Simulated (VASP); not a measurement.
MnAl12, 13 atoms in the cell. The structure is cubic, space group Im-3 (No. 204). The conventional cell has a = 7.270 Å, b = 7.270 Å, c = 7.270 Å, α = 90.00°, β = 90.00°, γ = 90.00°. Within 3.4 Å of Mn (site symmetry m-3) lie 12 Al at 2.60 Å. Al (site symmetry m) has 1 Mn at 2.60 Å and 10 Al at 2.68 to 2.82 Å within 3.4 Å. 

- Program: VASP 6.6.1
- Task: single point
- Functional: PBEsol
- Potentials or basis: VASP PAW PBE potentials, release 64 (Mn_pv, Al)
- Cutoff: 520 eV
- k mesh: 8 × 8 × 8
- Occupations: gaussian, width 0.1 eV
- Spin: no spin polarisation
- Dipole correction: no
- Further INCAR settings: ALGO = Fast; EDIFF = 1e-07; NBANDS = 36

Potentials or basis: VASP PAW PBE potentials, release 64 (Mn_pv, Al).

Run with:

```bash
$ cat potpaw_PBE.64/Mn_pv/POTCAR potpaw_PBE.64/Al/POTCAR > POTCAR
$ mpirun -np 1 vasp_std > vasp.out
```

Hardware: 1 thread of Intel(R) Xeon(R) 6975P-C (Granite Rapids) (shared host).

Estimate the wall time of this run.

It took 3.9 min on 1 thread of Intel(R) Xeon(R) 6975P-C (Granite Rapids), with other jobs on the host, peak memory 0.43 GiB. Counts: scf iterations 24, k points 35.
